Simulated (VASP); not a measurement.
# Hf (P6_3/mmc) in VASP: a series of runs

The runs below take Hf through single point, with PBE.

Program: VASP 6.6.1. These are calculated values, not measurements. Logs are shortened: lines on timing, memory, paths and dates and some standing lists are left out, and cuts for length are marked.

**1. The cell of the first run**

It takes space group P6_3/mmc (No. 194, hexagonal). Conventional cell: a = 3.205 Å, b = 3.205 Å, c = 5.074 Å, α = 90.00°, β = 90.00°, γ = 120.00°. Hf (site symmetry -6m2) has 12 Hf at 3.14 to 3.20 Å within 4.1 Å.

**2. Single point, PBE**

Input file INCAR:

```
SYSTEM = Hf
PREC = Accurate
ENCUT = 520
EDIFF = 1E-6
ISMEAR = -1
SIGMA = 0.1
LREAL = .FALSE.
LASPH = .TRUE.
NELM = 100
ALGO = Normal
ISIF = 2
LWAVE = .FALSE.
LCHARG = .TRUE.
GGA = PE
LELF = .TRUE.
LVHAR = .TRUE.
NBANDS = 17
```

Input file KPOINTS:

```
regular mesh
0
G
  2 2 1
  0 0 0
```

Input file POSCAR:

```
Hf
1.0
    3.2045059552      0.0000000000      0.0000000000
   -1.6022529776      2.7751835638      0.0000000000
    0.0000000000      0.0000000000      5.0738215932
Hf
2
Direct
    0.3333333333      0.6666666667      0.2500000000
    0.6666666667      0.3333333333      0.7500000000
```

Potentials or basis: VASP PAW PBE potentials, release 64 (Hf_pv).

On the command line:

```sh
cat potpaw_PBE.64/Hf_pv/POTCAR > POTCAR
mpirun -np 1 vasp_std > vasp.out
```

OUTCAR:

```text
SYSTEM = Hf
   PREC = Accurate
   ENCUT = 520
   EDIFF = 1E-6
   ISMEAR = -1
   LREAL = .FALSE.
   LASPH = .TRUE.
   NELM = 100
   ISIF = 2
   GGA = PE

 ion  position               nearest neighbor table
   1  0.333  0.667  0.250-   2 3.14   2 3.14   2 3.14   2 3.14   2 3.14   2 3.14
   2  0.667  0.333  0.750-   1 3.14   1 3.14   1 3.14   1 3.14   1 3.14   1 3.14

  LATTYP: Found a hexagonal cell.
 ALAT       =     3.2045059552
 C/A-ratio  =     1.5833397298

  Lattice vectors:

 A1 = (   3.2045059552,   0.0000000000,   0.0000000000)
 A2 = (  -1.6022529776,   2.7751835638,   0.0000000000)
 A3 = (   0.0000000000,   0.0000000000,   5.0738215932)

Analysis of symmetry for initial positions (statically):
=====================================================================
 Subroutine PRICEL returns:
 Original cell was already a primitive cell.

 Routine SETGRP: Setting up the symmetry group for a
 hexagonal supercell.

 Subroutine GETGRP returns: Found 24 space group operations
 (whereof 12 operations were pure point group operations)
 out of a pool of 24 trial point group operations.

The static configuration has the point symmetry D_3d.
 The point group associated with its full space group is D_6h.

Analysis of symmetry for dynamics (positions and initial velocities):
=====================================================================
 Subroutine PRICEL returns:
 Original cell was already a primitive cell.

 Routine SETGRP: Setting up the symmetry group for a
 hexagonal supercell.

 Subroutine GETGRP returns: Found 24 space group operations
 (whereof 12 operations were pure point group operations)
 out of a pool of 24 trial point group operations.

The dynamic configuration has the point symmetry D_3d.
 The point group associated with its full space group is D_6h.

 Subroutine INISYM returns: Found 24 space group operations
 (whereof 12 operations are pure point group operations),
 and found     1 'primitive' translations

----------------------------------------------------------------------------------------

                                     Primitive cell

  volume of cell :      45.1220

  direct lattice vectors                    reciprocal lattice vectors
     3.204505955  0.000000000  0.000000000     0.312060584  0.180168262  0.000000000
    -1.602252978  2.775183564  0.000000000     0.000000000  0.360336524  0.000000000
     0.000000000  0.000000000  5.073821593     0.000000000  0.000000000  0.197090099

  length of vectors
     3.204505955  3.204505955  5.073821593     0.360336524  0.360336524  0.197090099

  position of ions in fractional coordinates (direct lattice)
     0.333333333  0.666666667  0.250000000
     0.666666667  0.333333333  0.750000000

  ion indices of the primitive-cell ions
   primitive index   ion index
                 1           1
                 2           2

----------------------------------------------------------------------------------------

 KPOINTS: regular mesh

Automatic generation of k-mesh.
 Grid dimensions read from file:
 generate k-points for:    2    2    1

 Generating k-lattice:

  Cartesian coordinates                     Fractional coordinates (reciprocal lattice)
     0.156030292  0.090084131  0.000000000     0.500000000  0.000000000  0.000000000
     0.000000000  0.180168262  0.000000000     0.000000000  0.500000000  0.000000000
     0.000000000  0.000000000  0.197090099     0.000000000  0.000000000  1.000000000

  Length of vectors
     0.180168262  0.180168262  0.197090099

  Shift w.r.t. Gamma in fractional coordinates (k-lattice)
     0.000000000  0.000000000  0.000000000

 Subroutine IBZKPT returns following result:
 ===========================================

 Found      2 irreducible k-points:

 Following reciprocal coordinates:
            Coordinates               Weight
  0.000000  0.000000  0.000000      1.000000
  0.500000  0.000000  0.000000      3.000000
   k-points           NKPTS =      2   k-points in BZ     NKDIM =      2   number of bands    NBANDS=     17
   number of dos      NEDOS =    301   number of ions     NIONS =      2
   total plane-waves  NPLWV =  23040
   dimension x,y,z NGX =    24 NGY =   24 NGZ =   40
   dimension x,y,z NGXF=    48 NGYF=   48 NGZF=   80
   ions per type =               2
   NGX,Y,Z   is equivalent  to a cutoff of  12.45, 12.45, 13.11 a.u.
   NGXF,Y,Z  is equivalent  to a cutoff of  24.90, 24.90, 26.21 a.u.
 SYSTEM =  Hf
   PREC   = accura    normal or accurate (medium, high low for compatibility)
   ISTART =      0    job   : 0-new  1-cont  2-samecut
   ICHARG =      2    charge: 1-file 2-atom 10-const
   ISPIN  =      1    spin polarized calculation?
   LNONCOLLINEAR =      F non collinear calculations
   LSORBIT =      F    spin-orbit coupling
   LASPH  =      T    aspherical Exc in radial PAW
   ENCUT  =  520.0 eV  38.22 Ry    6.18 a.u.   5.96  5.96  9.43*2*pi/ulx,y,z
   NELM   =    100;   NELMIN=  2; NELMDL= -5     # of ELM steps
   EDIFF  = 0.1E-05   stopping-criterion for ELM
   LREAL  =      F    real-space projection
   EDIFFG = 0.1E-04   stopping-criterion for IOM
   NSW    =      0    number of steps for IOM
   IBRION =     -1    ionic relax: 0-MD 1-quasi-New 2-CG
   NFREE  =      0    steps in history (QN), initial steepest desc. (CG)
   ISIF   =      2    stress and relaxation
   ISYM   =      2    0-nonsym 1-usesym 2-fastsym
   POTIM  = 0.5000    time-step for ionic-motion
   TEBEG  =    0.0;   TEEND  =   0.0 temperature during run
   PSTRESS=    0.0 pullay stress
   NELECT =      20.0000    total number of electrons
   NUPDOWN=      -1.0000    fix difference up-down
   EMIN   =  10.00;   EMAX   =-10.00  energy-range for DOS
   EFERMI =   0.00;   METHOD = LEGACY
   ISMEAR =    -1;   SIGMA  =   0.10  broadening in eV -4-tet -1-fermi 0-gaus
   EFERMI_NEDOS =   21; number of points for ismear=-14 and -15
   IALGO  =     38    algorithm
   IMIX   =      4    mixing-type and parameters
     AMIX     =   0.40;   BMIX     =  1.00
     AMIX_MAG =   1.60;   BMIX_MAG =  1.00
  volume/ion in A,a.u.               =      22.56       152.25
  Fermi-wavevector in a.u.,A,eV,Ry     =   1.248213  2.358781 21.198375  1.558037
  Thomas-Fermi vector in A             =   2.382310
   LORBIT       =      0    0 simple, 1 ext, 2 COOP (PROOUT), +10 PAW based schemes
   GGA     = PE    functional components
   LHFCALC =     F    Hartree Fock is set to
   AEXX    =    0.0000 exact exchange contribution
   IVDW    =     0    specifies the selected vdW correction
   LEPSILON=     F    determine dielectric tensor
   LRPA    =     F    only Hartree local field effects (RPA)
 non-spin polarized calculation
  energy-cutoff  :      520.00
  volume of cell :       45.12
 maximum number of plane-waves:      1216
 NGX is ok and might be reduce to    24
   NGX = 11   NGY = 11   NGZ = 19

 number of electron      20.0000005 magnetization

 Free energy of the ion-electron system (eV)
  ---------------------------------------------------
  ext. energy  EPLUGINS =         0.00000000
  ---------------------------------------------------
  free energy    TOTEN  =       -20.78431658 eV

  energy without entropy =      -20.57777072  energy(sigma->0) =      -20.68104365

 E-fermi :   5.5565     XC(G=0): -11.2661

 val. band max:        5.5284532751   @ k =   0.0000   0.0000   0.0000
 cond. band min:       5.6526008197   @ k =   0.5000   0.0000   0.0000
 fundamental gap:      0.1241475446
 Fermi energy:         5.5564598940

 k-point     1 :       0.0000    0.0000    0.0000
  band No.  band energies     occupation
      1     -26.2534      2.00000
      2     -25.6959      2.00000
      3     -25.6959      2.00000
      4     -25.5737      2.00000
      5     -25.5737      2.00000
      6     -25.4188      2.00000
      7      -2.5019      2.00000
      8       1.0787      2.00000
      9       5.5285      1.13912
     10       5.9166      0.05310
     11       5.9166      0.05310
     12       6.2846      0.00138
     13       6.7058      0.00002
     14       6.7058      0.00002
     15       7.4621      0.00000
     16       7.4621      0.00000
     17      10.1215      0.00000

 k-point     2 :       0.5000    0.0000    0.0000
  band No.  band energies     occupation
      1     -26.2441      2.00000
      2     -26.1057      2.00000
      3     -25.9005      2.00000
      4     -25.8643      2.00000
      5     -25.6610      2.00000
      6     -25.6303      2.00000
      7       1.4649      2.00000
      8       2.0689      2.00000
      9       2.6852      2.00000
     10       4.0363      2.00000
     11       5.6526      0.55319
     12       5.7066      0.36434
     13       6.4692      0.00022
     14      10.5364      0.00000
     15      11.0266      0.00000
     16      11.2035      0.00000
     17      11.6551      0.00000

------------------------ aborting loop because EDIFF is reached ----------------------------------------

  FORCE on cell =-STRESS in cart. coord.  units (eV):
  Direction    XX          YY          ZZ          XY          YZ          ZX
  --------------------------------------------------------------------------------------
  -------------------------------------------------------------------------------------
  Total       -0.0332598     -0.0332598     -1.8865156      0.0000000     -0.0000000      0.0000000
  in kB       -1.1809802     -1.1809802    -66.9858364      0.0000000     -0.0000000      0.0000000
  external PRESSURE =     -23.1159323 kB  Pullay stress =       0.0000000 kB

 VOLUME and BASIS-vectors are now :
 -----------------------------------------------------------------------------
  energy-cutoff  :      520.00
  volume of cell :       45.12
      direct lattice vectors                 reciprocal lattice vectors
     3.204505955  0.000000000  0.000000000     0.312060584  0.180168262  0.000000000
    -1.602252978  2.775183564  0.000000000     0.000000000  0.360336524  0.000000000
     0.000000000  0.000000000  5.073821593     0.000000000  0.000000000  0.197090099

 POSITION                                       TOTAL-FORCE (eV/Angst)
 -----------------------------------------------------------------------------------
     -0.00000      1.85012      1.26846        -0.000000     -0.000000      0.000000
      1.60225      0.92506      3.80537         0.000000      0.000000      0.000000
 -----------------------------------------------------------------------------------
    total drift:                               -0.000000      0.000000     -0.000000

  FREE ENERGIE OF THE ION-ELECTRON SYSTEM (eV)
  ---------------------------------------------------
  free  energy   TOTEN  =       -20.7843165800 eV

  energy  without entropy=      -20.5777707217  energy(sigma->0) =      -20.68104365
```

It took 8 s on 1 thread of Intel Xeon 8259CL, shared host; peak memory 0.15 GiB.

What came out:

```
Free energy            : -20.7843 eV
Pressure               : -2.3 GPa
Band gap on the k mesh : zero (band 10 reaches 5.92 eV, above the bottom of band 11 at 5.65 eV)
```

Levels at points of the mesh, in eV from the Fermi level:
```
           k point  band 7  band 8  band 9  band 10  band 11  band 12
(0.00, 0.00, 0.00)   -8.06   -4.48   -0.03     0.36     0.36     0.73
(0.50, 0.00, 0.00)   -4.09   -3.49   -2.87    -1.52     0.10     0.15
```

Caveat: the k points lie up to 1.24 Å⁻¹ apart; spin-orbit coupling is left out, which moves the levels of the heavy elements.

**3. Single point, PBE**

Input file INCAR:

```
ALGO = Normal
EDIFF = 1E-6
ENCUT = 520
GGA = PE
ISIF = 2
ISMEAR = -1
LASPH = True
LCHARG = False
LREAL = False
LWAVE = False
NBANDS = 17
NELM = 80
PREC = Accurate
SIGMA = 0.1
```

Input file KPOINTS:

```
k-points
0
Gamma
  3 3 2
```

POSCAR is that of step 2.

Potentials or basis: VASP PAW PBE potentials, release 64 (Hf_pv).

On the command line:

```sh
cat potpaw_PBE.64/Hf_pv/POTCAR > POTCAR
mpirun -np 1 vasp_std > vasp.out
```

It took 9.1 s on 1 thread of Intel Xeon 8259CL, shared host; peak memory 0.15 GiB.

Results (log left out):

```
Free energy            : -19.9206 eV
Pressure               : -1.1 GPa
Band gap on the k mesh : zero (band 10 reaches 6.04 eV, above the bottom of band 11 at 4.68 eV)
```

Stress tensor (GPa, compression positive):
```
-0.64  0.00  0.00
 0.00 -0.64  0.00
 0.00  0.00 -1.88
```

Levels at points of the mesh, in eV from the Fermi level:
| k point | band 7 | band 8 | band 9 | band 10 | band 11 | band 12 | band 13 | band 14 |
| --- | --- | --- | --- | --- | --- | --- | --- | --- |
| (0.00, 0.00, 0.00) | -7.36 | -3.68 | 0.59 | 1.18 | 1.18 | 1.44 | 1.99 | 1.99 |
| (0.00, 0.00, 0.50) | -5.40 | -5.40 | 0.14 | 0.14 | 1.07 | 1.07 | 1.07 | 1.07 |

Caveat: the k points lie up to 0.75 Å⁻¹ apart; spin-orbit coupling is left out, which moves the levels of the heavy elements.
